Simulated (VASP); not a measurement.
Here is a VASP 6.6.1 calculation.

The input INCAR:

```
PREC = Accurate
ENCUT = 520
EDIFF = 1E-7
ISMEAR = 0
SIGMA = 0.1
LREAL = False
LASPH = True
NELM = 100
ALGO = Normal
ISIF = 2
LWAVE = False
LCHARG = False
GGA = PE
NBANDS = 72
```

KPOINTS

```
regular mesh
0
Gamma
  6 6 1
```

The input POSCAR:

```
Sn5PbS6
1.0
    4.1940675200      0.0000000000      0.0000000000
   -2.0970337600      3.6321690100      0.0000000000
    0.0000000000      0.0000000000     20.5466507300
Sn Pb S
5 1 6
Direct
    0.3333333300      0.6666666700      0.8333333300
    0.6666666700      0.3333333300      0.6666666700
    0.3333333300      0.6666666700      0.3333333300
    0.6666666700      0.3333333300      0.1666666700
    0.0000000000      0.0000000000      0.0000000000
    0.0000000000      0.0000000000      0.5000000000
    0.0000000000      0.0000000000      0.7500000000
    0.3333333300      0.6666666700      0.5833333300
    0.6666666700      0.3333333300      0.4166666700
    0.0000000000      0.0000000000      0.2500000000
    0.3333333300      0.6666666700      0.0833333300
    0.6666666700      0.3333333300      0.9166666700
```

Potentials or basis: VASP PAW PBE potentials, release 64 (Sn_d, Pb_d, S).

Launch:

```console
$ cat potpaw_PBE.64/Sn_d/POTCAR potpaw_PBE.64/Pb_d/POTCAR potpaw_PBE.64/S/POTCAR > POTCAR
$ mpirun -np 1 vasp_std > vasp.out
```

(1) Estimate the band gap on the k mesh.

(2) Predict the largest force.

Results:

(1) 0.20 eV.

(2) 0.336 eV/Å.

Caveat: spin-orbit coupling is left out, which moves the levels of the heavy elements; an odd mesh through Γ misses points on the zone boundary, where band edges can lie.
